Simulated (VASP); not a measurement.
Write the native input for VASP 6.6.1 that does the following.

* Task: relaxation of cell and atoms
* Functional: r2SCAN
* Potentials or basis: VASP PAW PBE potentials, release 64 (B, La, N)
* Cutoff: 600 eV
* k mesh: 12 × 12 × 2
* Occupations: fermi-dirac, width 0.02 eV
* Spin: no spin polarisation
* Dipole correction: no
* Further INCAR settings: ALGO = Normal; EDIFF = 1e-06; IBRION = 2; EDIFFG = -0.005; NSW = 80; ISIF = 3

The system is LaB3N4.

```
B La N
1.0
     2.81878    0.00000    0.00000
    -1.40939    2.44113    0.00000
     0.00000    0.00000   10.15750
B La N
3 1 4
Direct
  0.33333 0.66667 0.04917
  0.33333 0.66667 0.46190
  0.66667 0.33333 0.25626
  0.66667 0.33333 0.75724
  0.33333 0.66667 0.20486
  0.33333 0.66667 0.60861
  0.66667 0.33333 0.41006
  0.66667 0.33333 0.00190
```

One way to write it, as run:

POSCAR

```
LaB3N4
1.0
    2.8187787142      0.0000000000      0.0000000000
   -1.4093893571      2.4411339742      0.0000000000
    0.0000000000      0.0000000000     10.1574965209
B La N
3 1 4
Direct
    0.3333333333      0.6666666667      0.0491665343
    0.3333333333      0.6666666667      0.4618989879
    0.6666666667      0.3333333333      0.2562648100
    0.6666666667      0.3333333333      0.7572365194
    0.3333333333      0.6666666667      0.2048648320
    0.3333333333      0.6666666667      0.6086121351
    0.6666666667      0.3333333333      0.4100578425
    0.6666666667      0.3333333333      1.0018983389
```

INCAR.step1

```
SYSTEM = LaB3N4
PREC = Accurate ; ENCUT = 600
ISMEAR = -1 ; SIGMA = 0.02
LREAL = .False. ; LASPH = .True.
NELM = 100 ; GGA = PE
ALGO = Normal ; EDIFF = 1E-4
LWAVE = .True. ; LCHARG = .False.
```

INCAR.step2

```
SYSTEM = LaB3N4
PREC = Accurate ; ENCUT = 600
EDIFF = 1E-6 ; ISMEAR = -1
SIGMA = 0.02 ; LREAL = .False.
LASPH = .True. ; NELM = 100
ALGO = Normal ; ISIF = 3
LWAVE = .False. ; LCHARG = .False.
METAGGA = R2SCAN ; LMIXTAU = .True.
IBRION = 2 ; NSW = 80
EDIFFG = -0.005 ; ISTART = 1
```

KPOINTS

```
regular mesh
0
Gamma
  12 12 2
  0 0 0
```

Potentials or basis: VASP PAW PBE potentials, release 64 (B, La, N).

Launch:

```console
$ cat potpaw_PBE.64/B/POTCAR potpaw_PBE.64/La/POTCAR potpaw_PBE.64/N/POTCAR > POTCAR
$ cp INCAR.step1 INCAR
$ mpirun -np 1 vasp_std > vasp.out
$ cp INCAR.step2 INCAR
$ mpirun -np 1 vasp_std > vasp.out
```

It gave:

```yaml
Relaxed_volume: 8.66 Å³/atom
Relaxed_cell: a = 2.814 Å, b = 2.814 Å, c = 10.106 Å, α = 90.00°, β = 90.00°, γ = 120.00°
Space_group_after_relaxing_to_0.1_Å: P3m1 (No. 156)
Energy_gained_by_relaxing: 0.9 meV/atom
Ionic_steps: 13
Pressure_after_relaxing: 0.0 GPa
Largest_force_after_relaxing: 0.004 eV/Å
Band_gap_on_the_k_mesh: zero (bands 20 and 21 overlap by 0.44 eV)
```

Caveat: the PAW data sets were made with another functional, which shifts forces and pressure a little; spin-orbit coupling is left out, which moves the levels of the heavy elements.

It took 28 min on 1 thread of Intel(R) Xeon(R) Platinum 8259CL CPU @ 2.50GHz (Skylake/Cascade Lake) (shared host), peak memory 0.3 GiB.
